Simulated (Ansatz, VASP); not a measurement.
Tl in VASP and in Ansatz

Contents of INCAR:

```
SYSTEM = Tl
PREC     = Accurate       ! precision mode
ENCUT    = 520            ! plane-wave cutoff, eV
EDIFF    = 1E-6           ! SCF threshold, eV
ISMEAR   = 0              ! smearing method
SIGMA    = 0.15           ! smearing width, eV
LREAL    = .FALSE.        ! projectors in reciprocal space
LASPH    = .TRUE.         ! aspherical terms in the spheres
NELM     = 60             ! most SCF steps
ALGO     = Fast           ! electronic algorithm
ISIF     = 2              ! what is computed and relaxed
LWAVE    = .FALSE.        ! write WAVECAR
LCHARG   = .TRUE.         ! write CHGCAR
GGA      = PS             ! functional
LELF     = .TRUE.         ! ELF
LVHAR    = .TRUE.       
NBANDS   = 12             ! bands
```

The input KPOINTS:

```
regular mesh
0
G
  18 18 18
  0 0 0
```

POSCAR

```
Tl
1.0
   -1.9215900000      1.9410000000      1.9410000000
    1.9215900000     -1.9410000000      1.9410000000
    1.9215900000      1.9410000000     -1.9410000000
Tl
1
Direct
    0.0000000000      0.0000000000      0.0000000000
```

Input for Ansatz:

```yaml
crystal:
  lattice:
    - [-1.92159, 1.941, 1.941]
    - [1.92159, -1.941, 1.941]
    - [1.92159, 1.941, -1.941]
  atoms:
    - { symbol: Tl, position: [0.0, 0.0, 0.0] }
basis:
  ecutwfc: 420
kpoints:
  mp_grid: { grid: [18, 18, 18] }
hamiltonian:
  xc: pbesol
scf:
  occupations: { method: gaussian, width: 0.15 }
output:
  forces: true
  stress: true
  eigenvalues: true
```

Change from the starting cell: strain -0.0100 x Voigt [1, 0, 0, 0, 0, 0], atoms carried along.

Alike in both runs: task single point; functional PBEsol; k mesh 18 × 18 × 18; occupations gaussian, width 0.15 eV; no spin polarisation.

|  | VASP | Ansatz |
| --- | --- | --- |
| version | VASP 6.6.1 | Ansatz 0.2.0 |
| potentials or method | VASP PAW PBE potentials, release 64 (Tl_d), cutoff 520 eV | scalar-relativistic, plane waves, PAW |
| valence electrons in the cell | 13 | 13 |

|  | VASP | Ansatz | Ansatz less VASP |
| --- | --- | --- | --- |
| gap on the k mesh at the Fermi level (eV) | none | none | - |
| pressure (GPa) | -0.6 | -0.5 | +0.05 |

VASP's potentials were made for PBE, not for PBEsol. A gap of «none» marks a metal or a gap that the smearing closes.

Neither program's run includes spin-orbit coupling.
